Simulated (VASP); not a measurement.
# Y (P6_3/mmc) in VASP: further runs, part 2 of 2

VASP 6.6.1.

### Step 3. Single point, r2SCAN

Contents of POSCAR:

```
Y
1.0
    3.6808463851      0.0000000000      0.0000000000
   -1.8404231926      3.1877064770      0.0000000000
    0.0000000000      0.0000000000      5.7206466204
Y
2
Direct
    0.3333333333      0.6666666667      0.2500000000
    0.6666666667      0.3333333333      0.7500000000
```

Contents of INCAR.step1:

```
SYSTEM = Y
  ALGO = Normal
  EDIFF = 1E-4
  ENCUT = 520
  GGA = PE
  ISMEAR = 1
  LASPH = .True.
  LCHARG = .False.
  LREAL = .False.
  LWAVE = .True.
  NBANDS = 18
  NELM = 60
  PREC = Accurate
  SIGMA = 0.6
```

Contents of INCAR.step2:

```
SYSTEM = Y
  ALGO = Normal
  EDIFF = 1E-6
  ENCUT = 520
  ISIF = 2
  ISMEAR = 1
  ISTART = 1
  LASPH = .True.
  LCHARG = .False.
  LMIXTAU = .True.
  LREAL = .False.
  LWAVE = .False.
  METAGGA = R2SCAN
  NBANDS = 18
  NELM = 60
  PREC = Accurate
  SIGMA = 0.6
```

Contents of KPOINTS:

```
k-points
0
Gamma
  10 10 6
  0 0 0
```

Potentials or basis: VASP PAW PBE potentials, release 64 (Y_sv).

Run with:

```bash
cat potpaw_PBE.64/Y_sv/POTCAR > POTCAR
cp INCAR.step1 INCAR
mpirun -np 1 vasp_std > vasp.out
cp INCAR.step2 INCAR
mpirun -np 1 vasp_std > vasp.out
```

OUTCAR:

```text
SYSTEM = Y
   EDIFF = 1E-6
   ENCUT = 520
   ISIF = 2
   ISMEAR = 1
   ISTART = 1
   LASPH = .True.
   LREAL = .False.
   METAGGA = R2SCAN
   NELM = 60
   PREC = Accurate

 ion  position               nearest neighbor table
   1  0.333  0.667  0.250-   2 3.56   2 3.56   2 3.56   2 3.56   2 3.56   2 3.56
   2  0.667  0.333  0.750-   1 3.56   1 3.56   1 3.56   1 3.56   1 3.56   1 3.56

  LATTYP: Found a hexagonal cell.
 ALAT       =     3.6808463851
 C/A-ratio  =     1.5541660862

  Lattice vectors:
[... 193 lines left out ...]
      3     -20.9357      2.00000
      4     -20.4528      2.00000
      5     -20.4528      2.00000
      6     -20.3633      2.00000
[... 481 lines left out ...]
      5     -20.6377      2.00000
      6     -20.5633      2.00000
[... 10 lines left out ...]
     17       7.9942     -0.00000
     18       8.2313     -0.00000

 [... further k-points ...]
[... 5 lines left out ...]
  --------------------------------------------------------------------------------------
  -------------------------------------------------------------------------------------
  Total       -0.0539133     -0.0539133      0.0694390      0.0000000      0.0000000     -0.0000000
  in kB       -1.2868721     -1.2868721      1.6574600      0.0000000      0.0000000     -0.0000000
  external PRESSURE =      -0.3054281 kB  Pullay stress =       0.0000000 kB

 VOLUME and BASIS-vectors are now :
 -----------------------------------------------------------------------------
  energy-cutoff  :      520.00
  volume of cell :       67.12
      direct lattice vectors                 reciprocal lattice vectors
     3.680846385  0.000000000  0.000000000     0.271676646  0.156852585  0.000000000
    -1.840423193  3.187706477  0.000000000     0.000000000  0.313705169  0.000000000
     0.000000000  0.000000000  5.720646620     0.000000000  0.000000000  0.174805414

 POSITION                                       TOTAL-FORCE (eV/Angst)
 -----------------------------------------------------------------------------------
     -0.00000      2.12514      1.43016        -0.000000      0.000000      0.000000
      1.84042      1.06257      4.29048         0.000000     -0.000000      0.000000
 -----------------------------------------------------------------------------------
    total drift:                               -0.000000      0.000000     -0.000000

  FREE ENERGIE OF THE ION-ELECTRON SYSTEM (eV)
  ---------------------------------------------------
  free  energy   TOTEN  =       -40.5718339365 eV

  energy  without entropy=      -40.5077490338  energy(sigma->0) =      -40.55047230
```

OUTCAR.step1:

```text
SYSTEM = Y
   EDIFF = 1E-4
   ENCUT = 520
   GGA = PE
   ISMEAR = 1
   LASPH = .True.
[... 728 lines left out ...]
 -----------------------------------------------------------------------------------
     -0.00000      2.12514      1.43016         0.000000      0.000000      0.000000
      1.84042      1.06257      4.29048        -0.000000     -0.000000      0.000000
 -----------------------------------------------------------------------------------
    total drift:                               -0.000000      0.000000     -0.000000

  FREE ENERGIE OF THE ION-ELECTRON SYSTEM (eV)
  ---------------------------------------------------
  free  energy   TOTEN  =       -12.8925028565 eV

  energy  without entropy=      -12.8340455417  energy(sigma->0) =      -12.87301708
```

Wall time 5.7 min (1 thread of Intel Xeon Platinum 8259CL at 2.50GHz (Skylake/Cascade Lake), shared host); peak memory 0.24 GiB.

Results:

```yaml
Free_energy: -40.5718 eV
Pressure: 0.0 GPa
Band_gap_on_the_k_mesh: zero (band 11 reaches 4.02 eV, above the bottom of band 12 at 2.38 eV)
```

Stress tensor (GPa, compression positive):
```
-0.13  0.00  0.00
 0.00 -0.13  0.00
 0.00  0.00  0.17
```

Caveat: the PAW data sets were made with another functional, which shifts forces and pressure a little.

### Step 4. Single point, r2SCAN

POSCAR is that of step 3.

Contents of INCAR.step1:

```
SYSTEM = Y
PREC = Accurate
ENCUT = 520
ISMEAR = 1
SIGMA = 1.0
LREAL = .False.
LASPH = .True.
NELM = 60
NBANDS = 18
GGA = PE
ALGO = Normal
EDIFF = 1E-4
LWAVE = .True.
LCHARG = .False.
```

Contents of INCAR.step2:

```
SYSTEM = Y
PREC = Accurate
ENCUT = 520
EDIFF = 1E-6
ISMEAR = 1
SIGMA = 1.0
LREAL = .False.
LASPH = .True.
NELM = 60
ALGO = Normal
ISIF = 2
LWAVE = .False.
LCHARG = .True.
METAGGA = R2SCAN
LMIXTAU = .True.
LELF = .True.
LVHAR = .True.
NBANDS = 18
ISTART = 1
```

Contents of KPOINTS:

```
regular mesh
0
Gamma
  10 10 6
  0 0 0
```

Run with:

```bash
cat potpaw_PBE.64/Y_sv/POTCAR > POTCAR
cp INCAR.step1 INCAR
mpirun -np 1 vasp_std > vasp.out
cp INCAR.step2 INCAR
mpirun -np 1 vasp_std > vasp.out
```

Wall time 6.6 min (1 thread of Intel Xeon Platinum 8259CL at 2.50GHz (Skylake/Cascade Lake), shared host); peak memory 0.24 GiB.

It converged, with:

- Free energy: -40.6069 eV
- Pressure: 0.1 GPa
- Band gap on the k mesh: zero (band 11 reaches 4.02 eV, above the bottom of band 12 at 2.38 eV)

Stress tensor (GPa, compression positive):
```
-0.08  0.00  0.00
 0.00 -0.08  0.00
 0.00  0.00  0.42
```

Levels at points of the mesh, in eV from the Fermi level:
| k point | band 7 | band 8 | band 9 | band 10 | band 11 | band 12 | band 13 | band 14 | band 15 | band 16 |
| --- | --- | --- | --- | --- | --- | --- | --- | --- | --- | --- |
| (0.00, 0.00, 0.00) | -23.33 | -23.32 | -4.91 | -1.87 | 0.71 | 1.93 | 1.93 | 2.33 | 2.59 | 2.59 |
| (0.50, 0.00, 0.00) | -23.47 | -23.38 | -1.74 | -1.20 | -0.82 | -0.30 | 1.48 | 1.62 | 2.24 | 5.25 |
| (0.00, 0.00, 0.50) | -23.37 | -23.37 | -3.42 | -3.42 | 1.06 | 1.06 | 1.84 | 1.84 | 1.84 | 1.84 |
| (0.50, 0.00, 0.50) | -23.45 | -23.45 | -1.67 | -1.67 | 0.07 | 0.07 | 1.33 | 1.33 | 2.94 | 2.94 |

Caveat: the PAW data sets were made with another functional, which shifts forces and pressure a little.

### Step 5. Overview

| smearing | gap on the mesh (eV) | pressure (GPa) |
| --- | --- | --- |
| methfessel-paxton 0.3 eV | none | -0.1 |
| methfessel-paxton 0.6 eV | none | 0.0 |
| methfessel-paxton 1 eV | none | 0.1 |

Alike in all rows: task single point; level r2SCAN; potentials or basis VASP PAW PBE potentials, release 64 (Y_sv); no spin polarisation; cell as given; k mesh 10 × 10 × 6; cutoff (eV) 520.

Every run on the cell as given and a fine mesh finds a metal.

Caveats: the PAW data sets were made with another functional, which shifts forces and pressure a little.

Total energies depend on the potentials used, so only differences within one code and one set of settings carry meaning.
